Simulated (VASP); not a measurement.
# BAs (an interface model) in VASP: a series of runs

The runs below take BAs (an interface model) through single point, with PBEsol.

Program: VASP 6.6.1. These are calculated values, not measurements. Logs are shortened: lines on timing, memory, paths and dates and some standing lists are left out, and cuts for length are marked.

**1. The cell of the first run**

The cell holds layers of an interface, 12 atoms: a = 3.371 Å, b = 3.371 Å, c = 16.516 Å, α = 90.00°, β = 90.00°, γ = 120.00°.

**2. Single point, PBEsol**

Input file INCAR:

```
PREC     = Accurate       # precision mode
ENCUT    = 520            # plane-wave cutoff, eV
EDIFF    = 1E-6           # SCF threshold, eV
ISMEAR   = 0              # smearing method
SIGMA    = 0.05           # smearing width, eV
LREAL    = F              # projectors in reciprocal space
LASPH    = T              # aspherical terms in the spheres
NELM     = 80             # most SCF steps
ALGO     = Normal         # electronic algorithm
ISIF     = 2              # what is computed and relaxed
LWAVE    = F              # write WAVECAR
LCHARG   = F              # write CHGCAR
GGA      = PS             # functional
NBANDS   = 36             # bands
```

Input file KPOINTS:

```
regular mesh
0
Gamma
  12 12 2
```

Input file POSCAR:

```
BAs
1.0
    3.3713973132      0.0000000000      0.0000000000
   -1.6856986566      2.9197157195      0.0000000000
    0.0000000000      0.0000000000     16.5164062750
B As
6 6
Direct
    0.0000000000      0.0000000000      0.0000000000
    0.3333333333      0.6666666667      0.1666666667
    0.6666666667      0.3333333333      0.3333333333
    0.6666666667      0.3333333333      0.7083333333
    0.3333333333      0.6666666667      0.5416666667
    0.0000000000      0.0000000000      0.8750000000
    0.6666666667      0.3333333333      0.2083333333
    0.3333333333      0.6666666667      0.0416666667
    0.0000000000      0.0000000000      0.3750000000
    0.0000000000      0.0000000000      0.5000000000
    0.3333333333      0.6666666667      0.6666666667
    0.6666666667      0.3333333333      0.8333333333
```

Potentials or basis: VASP PAW PBE potentials, release 64 (B, As).

Started as:

```sh
$ cat potpaw_PBE.64/B/POTCAR potpaw_PBE.64/As/POTCAR > POTCAR
$ mpirun -np 1 vasp_std > vasp.out
```

OUTCAR:

```text
PREC = Accurate
   ENCUT = 520
   EDIFF = 1E-6
   ISMEAR = 0
   LREAL = F
   LASPH = T
   NELM = 80
   ISIF = 2
   GGA = PS

 ion  position               nearest neighbor table
   1  0.000  0.000  0.000-   6 2.06   8 2.06   8 2.06   8 2.06
   2  0.333  0.667  0.167-   7 2.06   7 2.06   8 2.06   7 2.06
   3  0.667  0.333  0.333-   7 2.06   9 2.06   9 2.06   9 2.06
   4  0.667  0.333  0.708-  11 2.06  11 2.06  12 2.06  11 2.06
   5  0.333  0.667  0.542-  11 2.06  10 2.06  10 2.06  10 2.06
   6  0.000  0.000  0.875-   1 2.06  12 2.06  12 2.06  12 2.06
   7  0.667  0.333  0.208-   2 2.06   2 2.06   3 2.06   2 2.06
   8  0.333  0.667  0.042-   2 2.06   1 2.06   1 2.06   1 2.06
   9  0.000  0.000  0.375-  10 2.06   3 2.06   3 2.06   3 2.06
  10  0.000  0.000  0.500-   9 2.06   5 2.06   5 2.06   5 2.06
  11  0.333  0.667  0.667-   4 2.06   4 2.06   5 2.06   4 2.06
  12  0.667  0.333  0.833-   4 2.06   6 2.06   6 2.06   6 2.06

  LATTYP: Found a hexagonal cell.
 ALAT       =     3.3713973132
 C/A-ratio  =     4.8989794855

  Lattice vectors:

 A1 = (   3.3713973132,   0.0000000000,   0.0000000000)
 A2 = (  -1.6856986566,   2.9197157195,   0.0000000000)
 A3 = (   0.0000000000,   0.0000000000,  16.5164062750)

Analysis of symmetry for initial positions (statically):
=====================================================================
 Subroutine PRICEL returns:
 Original cell was already a primitive cell.

 Routine SETGRP: Setting up the symmetry group for a
 hexagonal supercell.

 Subroutine GETGRP returns: Found 12 space group operations
 (whereof  6 operations were pure point group operations)
 out of a pool of 24 trial point group operations.

The static configuration has the point symmetry C_3v.
 The point group associated with its full space group is D_3d.

Analysis of symmetry for dynamics (positions and initial velocities):
=====================================================================
 Subroutine PRICEL returns:
 Original cell was already a primitive cell.

 Routine SETGRP: Setting up the symmetry group for a
 hexagonal supercell.

 Subroutine GETGRP returns: Found 12 space group operations
 (whereof  6 operations were pure point group operations)
 out of a pool of 24 trial point group operations.

The dynamic configuration has the point symmetry C_3v.
 The point group associated with its full space group is D_3d.

 Subroutine INISYM returns: Found 12 space group operations
 (whereof  6 operations are pure point group operations),
 and found     1 'primitive' translations

----------------------------------------------------------------------------------------

                                     Primitive cell

  volume of cell :     162.5796

  direct lattice vectors                    reciprocal lattice vectors
     3.371397313  0.000000000  0.000000000     0.296612920  0.171249549  0.000000000
    -1.685698657  2.919715720  0.000000000     0.000000000  0.342499098  0.000000000
     0.000000000  0.000000000 16.516406275     0.000000000  0.000000000  0.060545859

  length of vectors
     3.371397313  3.371397313 16.516406275     0.342499098  0.342499098  0.060545859

  position of ions in fractional coordinates (direct lattice)
     0.000000000  0.000000000  0.000000000
     0.333333333  0.666666667  0.166666667
     0.666666667  0.333333333  0.333333333
     0.666666667  0.333333333  0.708333333
     0.333333333  0.666666667  0.541666667
     0.000000000  0.000000000  0.875000000
     0.666666667  0.333333333  0.208333333
     0.333333333  0.666666667  0.041666667
     0.000000000  0.000000000  0.375000000
     0.000000000  0.000000000  0.500000000
     0.333333333  0.666666667  0.666666667
     0.666666667  0.333333333  0.833333333

  ion indices of the primitive-cell ions
   primitive index   ion index
                 1           1
                 2           2
                 3           3
                 4           4
                 5           5
                 6           6
                 7           7
                 8           8
                 9           9
                10          10
                11          11
                12          12

----------------------------------------------------------------------------------------

 KPOINTS: regular mesh

Automatic generation of k-mesh.
 Grid dimensions read from file:
 generate k-points for:   12   12    2

 Generating k-lattice:

  Cartesian coordinates                     Fractional coordinates (reciprocal lattice)
     0.024717743  0.014270796  0.000000000     0.083333333  0.000000000  0.000000000
     0.000000000  0.028541591  0.000000000     0.000000000  0.083333333  0.000000000
     0.000000000  0.000000000  0.030272929     0.000000000  0.000000000  0.500000000

  Length of vectors
     0.028541591  0.028541591  0.030272929

  Shift w.r.t. Gamma in fractional coordinates (k-lattice)
     0.000000000  0.000000000  0.000000000

 Subroutine IBZKPT returns following result:
 ===========================================

 Found     38 irreducible k-points:

 Following reciprocal coordinates:
            Coordinates               Weight
  0.000000  0.000000  0.000000      1.000000
  0.083333 -0.000000  0.000000      6.000000
  0.166667  0.000000  0.000000      6.000000
  0.250000 -0.000000  0.000000      6.000000
  0.333333 -0.000000  0.000000      6.000000
  0.416667 -0.000000  0.000000      6.000000
[... 16 lines left out ...]
  0.250000 -0.000000  0.500000      6.000000
  0.333333 -0.000000  0.500000      6.000000
 [... further k-points ...]
   k-points           NKPTS =     38   k-points in BZ     NKDIM =     38   number of bands    NBANDS=     36
   number of dos      NEDOS =    301   number of ions     NIONS =     12
   total plane-waves  NPLWV =  98784
   dimension x,y,z NGX =    28 NGY =   28 NGZ =  126
   dimension x,y,z NGXF=    56 NGYF=   56 NGZF=  252
   ions per type =               6   6
   NGX,Y,Z   is equivalent  to a cutoff of  13.81, 13.81, 12.68 a.u.
   NGXF,Y,Z  is equivalent  to a cutoff of  27.61, 27.61, 25.37 a.u.
 SYSTEM =  unknown system
   PREC   = accura    normal or accurate (medium, high low for compatibility)
   ISTART =      0    job   : 0-new  1-cont  2-samecut
   ICHARG =      2    charge: 1-file 2-atom 10-const
   ISPIN  =      1    spin polarized calculation?
   LNONCOLLINEAR =      F non collinear calculations
   LSORBIT =      F    spin-orbit coupling
   LASPH  =      T    aspherical Exc in radial PAW
   ENCUT  =  520.0 eV  38.22 Ry    6.18 a.u.   6.27  6.27 30.71*2*pi/ulx,y,z
   NELM   =     80;   NELMIN=  2; NELMDL= -5     # of ELM steps
   EDIFF  = 0.1E-05   stopping-criterion for ELM
   LREAL  =      F    real-space projection
   EDIFFG = 0.1E-04   stopping-criterion for IOM
   NSW    =      0    number of steps for IOM
   IBRION =     -1    ionic relax: 0-MD 1-quasi-New 2-CG
   NFREE  =      0    steps in history (QN), initial steepest desc. (CG)
   ISIF   =      2    stress and relaxation
   ISYM   =      2    0-nonsym 1-usesym 2-fastsym
   POTIM  = 0.5000    time-step for ionic-motion
   TEBEG  =    0.0;   TEEND  =   0.0 temperature during run
   PSTRESS=    0.0 pullay stress
   NELECT =      48.0000    total number of electrons
   NUPDOWN=      -1.0000    fix difference up-down
   EMIN   =  10.00;   EMAX   =-10.00  energy-range for DOS
   EFERMI =   0.00;   METHOD = LEGACY
   ISMEAR =     0;   SIGMA  =   0.05  broadening in eV -4-tet -1-fermi 0-gaus
   EFERMI_NEDOS =   21; number of points for ismear=-14 and -15
   IALGO  =     38    algorithm
   IMIX   =      4    mixing-type and parameters
     AMIX     =   0.40;   BMIX     =  1.00
     AMIX_MAG =   1.60;   BMIX_MAG =  1.00
  volume/ion in A,a.u.               =      13.55        91.43
  Fermi-wavevector in a.u.,A,eV,Ry     =   1.090101  2.059991 16.168064  1.188319
  Thomas-Fermi vector in A             =   2.226318
   LORBIT       =      0    0 simple, 1 ext, 2 COOP (PROOUT), +10 PAW based schemes
   GGA     = PS    functional components
   LHFCALC =     F    Hartree Fock is set to
   AEXX    =    0.0000 exact exchange contribution
   IVDW    =     0    specifies the selected vdW correction
   LEPSILON=     F    determine dielectric tensor
   LRPA    =     F    only Hartree local field effects (RPA)
 non-spin polarized calculation
 Gauss-broadening in eV      SIGMA  =   0.05
  energy-cutoff  :      520.00
  volume of cell :      162.58
 maximum number of plane-waves:      4406
 NGX is ok and might be reduce to    28
   NGX = 13   NGY = 13   NGZ = 61

 number of electron      48.0000000 magnetization

 Free energy of the ion-electron system (eV)
  ---------------------------------------------------
  ext. energy  EPLUGINS =         0.00000000
  ---------------------------------------------------
  free energy    TOTEN  =       -70.90375927 eV

  energy without entropy =      -70.90191105  energy(sigma->0) =      -70.90283516

 E-fermi :   6.4686     XC(G=0): -10.7607

 val. band max:        6.4600186394   @ k =   0.4167  -0.0000   0.0000
 cond. band min:       6.4863573453   @ k =   0.0833  -0.0000   0.0000
 fundamental gap:      0.0263387060
 Fermi energy:         6.4685806995

 k-point     1 :       0.0000    0.0000    0.0000
  band No.  band energies     occupation
      1     -11.1908      2.00000
      2      -9.1000      2.00000
      3      -8.6395      2.00000
      4      -7.6290      2.00000
      5      -7.2036      2.00000
      6      -6.3390      2.00000
[... 28 lines left out ...]
     35      10.3863      0.00000
     36      10.4101      0.00000

 k-point     2 :       0.0833   -0.0000    0.0000
  band No.  band energies     occupation
      1     -11.0976      2.00000
      2      -8.9984      2.00000
      3      -8.5404      2.00000
      4      -7.5299      2.00000
      5      -7.1072      2.00000
      6      -6.2475      2.00000
[... 28 lines left out ...]
     35      10.4421      0.00000
     36      10.6363      0.00000
[... 817 lines left out ...]
     35      11.5550      0.00000
     36      11.8973      0.00000

 k-point    24 :       0.3333   -0.0000    0.5000
  band No.  band energies     occupation
      1      -9.8519      2.00000
      2      -7.5645      2.00000
      3      -7.1218      2.00000
      4      -6.3236      2.00000
      5      -5.4530      2.00000
      6      -5.3498      2.00000
[... 28 lines left out ...]
     35      11.2671      0.00000
     36      11.5747      0.00000

 [... further k-points ...]
[... 5 lines left out ...]
  --------------------------------------------------------------------------------------
  -------------------------------------------------------------------------------------
  Total        1.3066060      1.3066060     10.0890615     -0.0000000      0.0000000      0.0000000
  in kB       12.8762436     12.8762436     99.4249295     -0.0000000      0.0000000      0.0000000
  external PRESSURE =      41.7258056 kB  Pullay stress =       0.0000000 kB

 VOLUME and BASIS-vectors are now :
 -----------------------------------------------------------------------------
  energy-cutoff  :      520.00
  volume of cell :      162.58
      direct lattice vectors                 reciprocal lattice vectors
     3.371397313  0.000000000  0.000000000     0.296612920  0.171249549  0.000000000
    -1.685698657  2.919715720  0.000000000     0.000000000  0.342499098  0.000000000
     0.000000000  0.000000000 16.516406275     0.000000000  0.000000000  0.060545859

 POSITION                                       TOTAL-FORCE (eV/Angst)
 -----------------------------------------------------------------------------------
      0.00000      0.00000      0.00000         0.000000      0.000000     -2.008157
     -0.00000      1.94648      2.75273         0.000000      0.000000      0.261991
      1.68570      0.97324      5.50547        -0.000000      0.000000      0.165093
      1.68570      0.97324     11.69912        -0.000000      0.000000     -0.261991
     -0.00000      1.94648      8.94639         0.000000      0.000000     -0.165093
      0.00000      0.00000     14.45186        -0.000000      0.000000      2.008157
      1.68570      0.97324      3.44092        -0.000000      0.000000     -0.246344
     -0.00000      1.94648      0.68818         0.000000      0.000000     -0.525345
      0.00000      0.00000      6.19365         0.000000     -0.000000     -7.111913
      0.00000      0.00000      8.25820        -0.000000      0.000000      7.111913
     -0.00000      1.94648     11.01094         0.000000     -0.000000      0.246344
      1.68570      0.97324     13.76367        -0.000000      0.000000      0.525345
 -----------------------------------------------------------------------------------
    total drift:                               -0.000000      0.000000     -0.000012

  FREE ENERGIE OF THE ION-ELECTRON SYSTEM (eV)
  ---------------------------------------------------
  free  energy   TOTEN  =       -70.9037592660 eV

  energy  without entropy=      -70.9019110461  energy(sigma->0) =      -70.90283516
```

Run time: 8.1 min. Hardware: 1 thread of Intel Xeon 8259CL, shared host; peak memory 0.39 GiB.

What came out:

```yaml
Free_energy: -70.9038 eV
Pressure: 4.2 GPa
Largest_force: 7.112 eV/Å
Band_gap_on_the_k_mesh: zero (bands 24 and 25 overlap by 0.28 eV)
```

Forces on the atoms (eV/Å):
```
B    0.000  0.000 -2.008
B    0.000  0.000  0.262
B    0.000  0.000  0.165
B    0.000  0.000 -0.262
B    0.000  0.000 -0.165
B    0.000  0.000  2.008
As   0.000  0.000 -0.246
As   0.000  0.000 -0.525
As   0.000  0.000 -7.112
As   0.000  0.000  7.112
As   0.000  0.000  0.246
As   0.000  0.000  0.525
```

Stress tensor (GPa, compression positive):
```
1.29 0.00 0.00
0.00 1.29 0.00
0.00 0.00 9.94
```

Caveat: the PAW data sets were made with another functional, which shifts forces and pressure a little.

**3. Single point, PBEsol**

This run uses another cell than the first one, of 13.63 Å³/atom.

Input file INCAR:

```
ALGO = Normal
EDIFF = 1E-6
ENCUT = 520
GGA = PS
ISIF = 2
ISMEAR = 0
LASPH = T
LCHARG = F
LREAL = F
LWAVE = F
NBANDS = 36
NELM = 100
PREC = Accurate
SIGMA = 0.05
```

Input file KPOINTS:

```
k-points
0
Gamma
  12 12 2
```

Input file POSCAR:

```
BAs
1.0
    3.3713973132      0.0000000000      0.0000000000
   -1.6856986566      2.9197157195      0.0000000000
    0.0000000000      0.0000000000     16.6197720039
B As
6 6
Direct
    0.0000000000      0.0000000000     -0.0107480911
    0.3333333333      0.6666666667      0.1570791563
    0.6666666667      0.3333333333      0.3232531477
    0.6666666667      0.3333333333      0.7179208437
    0.3333333333      0.6666666667      0.5517468523
    0.0000000000      0.0000000000      0.8857480911
    0.6666666667      0.3333333333      0.1977134047
    0.3333333333      0.6666666667      0.0325465797
    0.0000000000      0.0000000000      0.3624857622
    0.0000000000      0.0000000000      0.5125142378
    0.3333333333      0.6666666667      0.6772865953
    0.6666666667      0.3333333333      0.8424534203
```

Potentials or basis: VASP PAW PBE potentials, release 64 (B, As).

Started as:

```sh
$ cat potpaw_PBE.64/B/POTCAR potpaw_PBE.64/As/POTCAR > POTCAR
$ mpirun -np 1 vasp_std > vasp.out
```

OUTCAR:

```text
EDIFF = 1E-6
   ENCUT = 520
   GGA = PS
   ISIF = 2
   ISMEAR = 0
   LASPH = T
   LREAL = F
   NELM = 100
   PREC = Accurate

 ion  position               nearest neighbor table
   1  0.000  0.000  0.989-   6 1.72   8 2.08   8 2.08   8 2.08
   2  0.333  0.667  0.157-   7 2.06   7 2.06   7 2.06   8 2.07
   3  0.667  0.333  0.323-   9 2.05   9 2.05   9 2.05   7 2.09
   4  0.667  0.333  0.718-  11 2.06  11 2.06  11 2.06  12 2.07
   5  0.333  0.667  0.552-  10 2.05  10 2.05  10 2.05  11 2.09
   6  0.000  0.000  0.886-   1 1.72  12 2.08  12 2.08  12 2.08
   7  0.667  0.333  0.198-   2 2.06   2 2.06   2 2.06   3 2.09
   8  0.333  0.667  0.033-   2 2.07   1 2.08   1 2.08   1 2.08
   9  0.000  0.000  0.362-   3 2.05   3 2.05   3 2.05  10 2.49
  10  0.000  0.000  0.513-   5 2.05   5 2.05   5 2.05   9 2.49
  11  0.333  0.667  0.677-   4 2.06   4 2.06   4 2.06   5 2.09
  12  0.667  0.333  0.842-   4 2.07   6 2.08   6 2.08   6 2.08

  LATTYP: Found a hexagonal cell.
 ALAT       =     3.3713973132
 C/A-ratio  =     4.9296390962

  Lattice vectors:
[... 206 lines left out ...]
 fundamental gap:      0.0328920445
 Fermi energy:         6.4556701461

 k-point     1 :       0.0000    0.0000    0.0000
  band No.  band energies     occupation
      1      -9.9840      2.00000
      2      -9.2214      2.00000
      3      -8.6136      2.00000
      4      -7.8279      2.00000
      5      -7.4382      2.00000
      6      -6.3509      2.00000
[... 925 lines left out ...]
     35      11.1538      0.00000
     36      11.6258      0.00000

 [... further k-points ...]
[... 5 lines left out ...]
  --------------------------------------------------------------------------------------
  -------------------------------------------------------------------------------------
  Total        1.1360628      1.1360628      0.7808900      0.0000000      0.0000000      0.0000000
  in kB       11.1259566     11.1259566      7.6475948      0.0000000      0.0000000      0.0000000
  external PRESSURE =       9.9665027 kB  Pullay stress =       0.0000000 kB

 VOLUME and BASIS-vectors are now :
 -----------------------------------------------------------------------------
  energy-cutoff  :      520.00
  volume of cell :      163.60
      direct lattice vectors                 reciprocal lattice vectors
     3.371397313  0.000000000  0.000000000     0.296612920  0.171249549  0.000000000
    -1.685698657  2.919715720  0.000000000     0.000000000  0.342499098  0.000000000
     0.000000000  0.000000000 16.619772004     0.000000000  0.000000000  0.060169297

 POSITION                                       TOTAL-FORCE (eV/Angst)
 -----------------------------------------------------------------------------------
      0.00000      0.00000     16.44114        -0.000000     -0.000000     -0.030161
     -0.00000      1.94648      2.61062         0.000000      0.000000      0.010897
      1.68570      0.97324      5.37239         0.000000     -0.000000      0.003777
      1.68570      0.97324     11.93168        -0.000000     -0.000000     -0.010897
     -0.00000      1.94648      9.16991         0.000000     -0.000000     -0.003777
      0.00000      0.00000     14.72093         0.000000     -0.000000      0.030161
      1.68570      0.97324      3.28595         0.000000      0.000000     -0.007035
     -0.00000      1.94648      0.54092         0.000000      0.000000     -0.012012
      0.00000      0.00000      6.02443        -0.000000     -0.000000      0.011639
      0.00000      0.00000      8.51787         0.000000      0.000000     -0.011639
     -0.00000      1.94648     11.25635        -0.000000      0.000000      0.007035
      1.68570      0.97324     14.00138         0.000000     -0.000000      0.012012
 -----------------------------------------------------------------------------------
    total drift:                               -0.000000     -0.000000     -0.000006

  FREE ENERGIE OF THE ION-ELECTRON SYSTEM (eV)
  ---------------------------------------------------
  free  energy   TOTEN  =       -72.5179585630 eV

  energy  without entropy=      -72.5161365199  energy(sigma->0) =      -72.51704754
```

It took 7.8 min on 1 thread of Intel Xeon 8259CL, shared host; peak memory 0.39 GiB.

What came out:

| Property | Result |
| --- | --- |
| Free energy | -72.5180 eV |
| Pressure | 1.0 GPa |
| Largest force | 0.030 eV/Å |
| Band gap on the k mesh | zero (bands 24 and 25 overlap by 0.51 eV) |

Forces in eV/Å, atoms in the order of the input:
```
B    0.000  0.000 -0.030
B    0.000  0.000  0.011
B    0.000  0.000  0.004
B    0.000  0.000 -0.011
B    0.000  0.000 -0.004
B    0.000  0.000  0.030
As   0.000  0.000 -0.007
As   0.000  0.000 -0.012
As   0.000  0.000  0.012
As   0.000  0.000 -0.012
As   0.000  0.000  0.007
As   0.000  0.000  0.012
```

Caveat: the PAW data sets were made with another functional, which shifts forces and pressure a little.
